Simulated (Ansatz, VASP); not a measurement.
**One calculation of BeS, two programs**

```xyz
2
Lattice="0.0000 2.4346 2.4346 2.4346 0.0000 2.4346 2.4346 2.4346 0.0000" Properties=species:S:1:pos:R:3 pbc="T T T"
Be    0.0000    0.0000    0.0000
S     3.6520    3.6520    3.6520
```

Alike in both runs: functional r2SCAN; k mesh 8 × 8 × 8; occupations gaussian, width 0.02 eV; no spin polarisation.

Ansatz relaxed the structure, and its values are those at the end. VASP's run is a single point on that final structure, the one shown.

|  | VASP | Ansatz |
| --- | --- | --- |
| version | VASP 6.6.1 | Ansatz 0.2.0 |
| potentials or method | VASP PAW PBE potentials, release 64 (Be, S), cutoff 660 eV | scalar-relativistic, plane waves, PAW |
| valence electrons in the cell | 8 | 8 |

```csv
,VASP,Ansatz,Ansatz less VASP
gap on the k mesh at the Fermi level (eV),3.60,3.59,-0.009
least direct gap on the mesh (eV),6.26,6.23,-0.030
pressure (GPa),0.3,0.0,-0.30
```

VASP's potentials were made for PBE, not for r2SCAN. With one functional, cell and mesh, what is left measures potentials, basis and numerics.
